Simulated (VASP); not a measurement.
# MnSi in VASP: notebook, part 2 of 2

VASP 6.6.1.

**3. Single point, PBE, collinear spin, ferromagnetic start (atoms moved at random)**

The input, INCAR:

```
SYSTEM = MnSi
ALGO = Normal ; EDIFF = 1E-7
ENCUT = 520 ; GGA = PE
ISIF = 2 ; ISMEAR = -1
ISPIN = 2 ; LASPH = .True.
LCHARG = .False. ; LMAXMIX = 4
LORBIT = 11 ; LREAL = .False.
LWAVE = .False. ; MAGMOM = 4 0
NBANDS = 20 ; NELM = 150
PREC = Accurate ; SIGMA = 0.05
```

The input, KPOINTS:

```
k-points
0
Gamma
  9 9 9
  0 0 0
```

The input, POSCAR:

```
MnSi
1.0
    3.0721807200      0.0000000000      0.0000000000
    0.0000000000      3.0721807200      0.0000000000
    0.0000000000      0.0000000000      3.0721807200
Mn Si
1 1
Direct
   -0.0073970000      0.0007490000      0.0077810000
    0.4827530000      0.4925360000      0.4983900000
```

Potentials or basis: VASP PAW PBE potentials, release 64 (Mn_pv, Si).

The run is started by

```
cat potpaw_PBE.64/Mn_pv/POTCAR potpaw_PBE.64/Si/POTCAR > POTCAR
mpirun -np 1 vasp_std > vasp.out
```

OUTCAR:

```text
SYSTEM = MnSi
   EDIFF = 1E-7
   ENCUT = 520
   GGA = PE
   ISIF = 2
   ISMEAR = -1
   ISPIN = 2
   LASPH = .True.
   LORBIT = 11
   LREAL = .False.
   NELM = 150
   PREC = Accurate

 ion  position               nearest neighbor table
   1  0.993  0.001  0.008-   2 2.61   2 2.64   2 2.65   2 2.65   2 2.67   2 2.68   2 2.68   2 2.71

   2  0.483  0.493  0.498-   1 2.61   1 2.64   1 2.65   1 2.65   1 2.67   1 2.68   1 2.68   1 2.71

  LATTYP: Found a simple cubic cell.
 ALAT       =     3.0721807200

  Lattice vectors:

 A1 = (   3.0721807200,   0.0000000000,   0.0000000000)
 A2 = (   0.0000000000,   3.0721807200,   0.0000000000)
 A3 = (   0.0000000000,   0.0000000000,   3.0721807200)

Analysis of symmetry for initial positions (statically):
=====================================================================
 Subroutine PRICEL returns:
 Original cell was already a primitive cell.

 Routine SETGRP: Setting up the symmetry group for a
 simple cubic supercell.

 Subroutine GETGRP returns: Found  1 space group operations
 (whereof  1 operations were pure point group operations)
 out of a pool of 48 trial point group operations.

The static configuration has the point symmetry C_1 .

[... 741 lines left out ...]
      2     -37.5948      1.00000
      3     -37.5946      1.00000
      4      -2.9796      1.00000
      5       7.4249      1.00000
      6       7.4255      1.00000
[... 541 lines left out ...]
     19      25.2687      0.00000
     20      27.0505      0.00000

 [... further k-points ...]
[... 5 lines left out ...]
  --------------------------------------------------------------------------------------
  -------------------------------------------------------------------------------------
  Total       -3.2047837     -3.2024206     -3.2036203      0.0076168      0.0072939      0.0085422
  in kB     -177.0798045   -176.9492273   -177.0155164      0.4208653      0.4030219      0.4719999
  external PRESSURE =    -177.0148494 kB  Pullay stress =       0.0000000 kB

 VOLUME and BASIS-vectors are now :
 -----------------------------------------------------------------------------
  energy-cutoff  :      520.00
  volume of cell :       29.00
      direct lattice vectors                 reciprocal lattice vectors
     3.072180720  0.000000000  0.000000000     0.325501685  0.000000000  0.000000000
     0.000000000  3.072180720  0.000000000     0.000000000  0.325501685  0.000000000
     0.000000000  0.000000000  3.072180720     0.000000000  0.000000000  0.325501685

 POSITION                                       TOTAL-FORCE (eV/Angst)
 -----------------------------------------------------------------------------------
      3.04946      0.00230      0.02390        -0.047139     -0.039173     -0.044734
      1.48310      1.51316      1.53114         0.047139      0.039173      0.044734
 -----------------------------------------------------------------------------------
    total drift:                               -0.000259      0.000274      0.000232

  FREE ENERGIE OF THE ION-ELECTRON SYSTEM (eV)
  ---------------------------------------------------
  free  energy   TOTEN  =       -14.2200146605 eV

  energy  without entropy=      -14.2019735262  energy(sigma->0) =      -14.21099409

 total charge

# of ion       s       p       d       tot
------------------------------------------
    1        0.274   6.219   5.123  11.616
    2        0.769   0.769   0.000   1.538
--------------------------------------------------
tot          1.043   6.988   5.123  13.154

 magnetization (x)

# of ion       s       p       d       tot
------------------------------------------
    1        0.008   0.019   2.602   2.629
    2       -0.022  -0.081   0.000  -0.103
--------------------------------------------------
tot         -0.014  -0.062   2.602   2.526
```

stdout:

```text
POSCAR found type information on POSCAR MnSi
 POSCAR found :  2 types and       2 ions
 scaLAPACK will be used
 LDA part: xc-table for (Slater+PW92), standard interpolation
 POSCAR, INCAR and KPOINTS ok, starting setup
 FFT: planning ... GRIDC
 FFT: planning ... GRID_SOFT
 FFT: planning ... GRID
 WAVECAR not read
 entering main loop
```

It took 8.2 min on 1 thread of Intel Xeon 8259CL, shared host; peak memory 0.4 GiB.

Results:

```
Free energy                                           : -14.2200 eV
Pressure                                              : -17.7 GPa
Largest force                                         : 0.076 eV/Å
Net moment                                            : 2.52 μB per cell
Site moments                                          : Mn +2.63; Si -0.10 μB
Valence electrons inside the program's atomic spheres : Mn 11.62; Si 1.54
```

Forces on the atoms (eV/Å):
```
Mn  -0.047 -0.039 -0.045
Si   0.047  0.039  0.045
```

Caveat: the cell differs from its parent crystal (atoms moved at random); the cell stands under tension.

**4. Single point, r2SCAN50, collinear spin, ferromagnetic start**

This run uses another cell than the first one, of 14.50 Å³/atom.

The input, POSCAR:

```
MnSi
1.0
    3.0721807200      0.0000000000      0.0000000000
    0.0000000000      3.0721807200      0.0000000000
    0.0000000000      0.0000000000      3.0721807200
Mn Si
1 1
Direct
    0.0000000000      0.0000000000      0.0000000000
    0.5000000000      0.5000000000      0.5000000000
```

The input, INCAR.step1:

```
PREC = Accurate ; ENCUT = 520
EDIFF = 1E-5 ; ISMEAR = -1
SIGMA = 0.05 ; LREAL = False
LASPH = True ; NELM = 150
ALGO = Normal ; ISIF = 2
LWAVE = True ; LCHARG = False
ISPIN = 2 ; MAGMOM = 4 0
LORBIT = 11 ; LMAXMIX = 4
GGA = PE ; NBANDS = 20
```

The input, INCAR.step2:

```
PREC = Accurate ; ENCUT = 520
EDIFF = 1E-6 ; ISMEAR = -1
SIGMA = 0.05 ; LREAL = False
LASPH = True ; NELM = 150
ALGO = Normal ; ISIF = 2
LWAVE = False ; LCHARG = False
ISPIN = 2 ; MAGMOM = 4 0
LORBIT = 11 ; LMAXMIX = 4
METAGGA = R2SCAN ; LHFCALC = True
AEXX = 0.5 ; LMIXTAU = True
PRECFOCK = Normal ; ISTART = 1
NBANDS = 20
```

The input, KPOINTS:

```
Automatic mesh
0
Gamma
  5 5 5
```

The run is started by

```
cat potpaw_PBE.64/Mn_pv/POTCAR potpaw_PBE.64/Si/POTCAR > POTCAR
cp INCAR.step1 INCAR
mpirun -np 1 vasp_std > vasp.out
cp INCAR.step2 INCAR
mpirun -np 1 vasp_std > vasp.out
```

It took 58 min on 1 thread of AMD EPYC 7R43 (Zen 3), shared host; peak memory 0.14 GiB.

Results (log left out):

```yaml
Free_energy: -32.7515 eV
Pressure: 9.9 GPa
Net_moment: 3.98 μB per cell
Site_moments: Mn +4.25; Si -0.15 μB
Valence_electrons_inside_the_program's_atomic_spheres: Mn 11.52; Si 1.69
```

Levels at points of the mesh, in eV from the Fermi level:
Spin up:
```tsv
k point	band 8	band 9	band 10	band 11	band 12	band 13
(0.00, 0.00, 0.00)	-8.06	-8.06	3.12	3.12	3.12	7.75
```
Spin down:
| k point | band 4 | band 5 | band 6 | band 7 | band 8 | band 9 |
| --- | --- | --- | --- | --- | --- | --- |
| (0.00, 0.00, 0.00) | -17.02 | -0.75 | -0.75 | 2.85 | 2.85 | 2.85 |

Caveat: the k points lie up to 0.41 Å⁻¹ apart; the PAW data sets were made with another functional, which shifts forces and pressure a little.

**5. Overview**

| level | cell | k mesh | grid for exact exchange (PRECFOCK) | share of exact exchange | gap on the mesh (eV) | pressure (GPa) | moment (μB) |
| --- | --- | --- | --- | --- | --- | --- | --- |
| PBE | a = 3.132 Å, 2 atoms, atomic positions A | 9 × 9 × 9 | - | - | none | -19.7 | 2.68 |
| PBE | a = 3.072 Å, 2 atoms, atomic positions B | 9 × 9 × 9 | - | - | none | -17.7 | 2.52 |
| r2SCAN50 | a = 3.072 Å, 2 atoms, atomic positions A | 5 × 5 × 5 | Normal | 0.5 | none | 9.9 | 3.98 |

Alike in all rows: task single point; potentials or basis VASP PAW PBE potentials, release 64 (Mn_pv, Si); spin collinear, ferromagnetic start; cutoff (eV) 520; smearing fermi-dirac 0.05 eV.

Caveats: some runs use coarse meshes; the cell stands under tension (at least some runs); the PAW data sets were made with another functional, which shifts forces and pressure a little (at least some runs).

Total energies depend on the potentials used, so only differences within one code and one set of settings carry meaning.
